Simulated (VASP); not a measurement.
**Rb: relaxation of cell and atoms with r2SCAN**

The system is Rb.

```
Rb
1.0
     0.00000    3.63989    3.63989
     3.63989    0.00000    3.63989
     3.63989    3.63989    0.00000
Rb
1
Direct
  0.00000 0.00000 0.00000
```

This isn't the form of Rb at room conditions, which is bcc.

- Program: VASP 6.6.1
- Task: relaxation of cell and atoms
- Functional: r2SCAN
- Potentials or basis: VASP PAW PBE potentials, release 64 (Rb_sv)
- Cutoff: 600 eV
- k mesh: 8 × 8 × 8
- Occupations: fermi-dirac, width 0.1 eV
- Spin: no spin polarisation
- Dipole correction: no
- Further INCAR settings: ALGO = Normal; EDIFF = 1e-07; IBRION = 2; EDIFFG = -0.01; NSW = 80; ISIF = 3

```
Pressure after relaxing : 0.0 GPa
Band gap on the k mesh  : zero (an odd number of electrons rules out a gap without spin polarisation)
```

Final structure:
```
CELL_PARAMETERS angstrom
0.00000 3.63989 3.63989
3.63989 0.00000 3.63989
3.63989 3.63989 0.00000
ATOMIC_POSITIONS crystal
Rb 0.00000 0.00000 0.00000
```

Levels at points of the mesh, in eV from the Fermi level:
```tsv
k point	band 1	band 2	band 3	band 4	band 5	band 6	band 7	band 8
(0.00, 0.00, 0.00)	-30.09	-13.58	-13.58	-13.58	-2.01	3.97	3.97	3.97
(0.50, 0.00, 0.00)	-30.08	-13.66	-13.59	-13.59	0.28	0.56	3.73	3.73
(0.50, 0.50, 0.00)	-30.08	-13.66	-13.61	-13.61	0.75	1.37	2.03	4.70
```

Run time: 4 min on 1 thread of Oxide Virtual Turin-like Processor, on a shared host, peak memory 0.25 GiB.

Caveat: the relaxation stopped at its first step, so nothing moved; the PAW data sets were made with another functional, which shifts forces and pressure a little.
